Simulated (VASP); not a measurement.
A run of VASP 6.6.1 is set up as follows.

INCAR

```
SYSTEM = Al
ALGO     = Fast           ! electronic algorithm
EDIFF    = 1E-7           ! SCF threshold, eV
ENCUT    = 520            ! plane-wave cutoff, eV
GGA      = PS             ! functional
ISIF     = 2              ! what is computed and relaxed
ISMEAR   = 0              ! smearing method
LASPH    = .TRUE.         ! aspherical terms in the spheres
LCHARG   = .FALSE.        ! write CHGCAR
LREAL    = .FALSE.        ! projectors in reciprocal space
LWAVE    = .FALSE.        ! write WAVECAR
NBANDS   = 10             ! bands
NELM     = 100            ! most SCF steps
PREC     = Accurate       ! precision mode
SIGMA    = 0.15           ! smearing width, eV
```

File KPOINTS:

```
k-points
0
G
  18 18 10
  0 0 0
```

Contents of POSCAR:

```
Al
1.0
    2.8098000000      0.0000000000      0.0000000000
   -1.4049000000      2.4333581796      0.0000000000
    0.0000000000      0.0000000000      4.4157000000
Al
2
Direct
    0.6666666667      0.3333333333      0.7500000000
    0.3333333333      0.6666666667      0.2500000000
```

Potentials or basis: VASP PAW PBE potentials, release 64 (Al).

The run is started by

```sh
$ cat potpaw_PBE.64/Al/POTCAR > POTCAR
$ mpirun -np 1 vasp_std > vasp.out
```

(1) Estimate the pressure.

(2) What does it give for the band gap on the k mesh?

Answers

(1) 7.5 GPa.

(2) zero (band 3 reaches 13.83 eV, above the bottom of band 4 at 5.51 eV).

Caveat: the PAW data sets were made with another functional, which shifts forces and pressure a little.
